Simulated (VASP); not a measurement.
The system is Ga.

```
Ga
1.0
    -1.35614    1.35614    2.26404
     1.35614   -1.35614    2.26404
     1.35614    1.35614   -2.26404
Ga
1
Cartesian
  0.0000 0.0000 0.0000
```

Base run:

```yaml
Program: VASP 6.6.1
Functional: r2SCAN
Potentials_or_basis: VASP PAW PBE potentials, release 64 (Ga_d)
Cutoff: 520 eV
k_mesh: 13 × 13 × 13
Occupations: fermi-dirac, width 0.05 eV
Spin: no spin polarisation
```

Its results: pressure 4.8 GPa.

Task: The run is repeated on the same cell with these changes: functional from r2SCAN to PBE. What comes out?

Result: Pressure 8.5 GPa.

Caveats: the PAW data sets were made with another functional, which shifts forces and pressure a little (some runs).
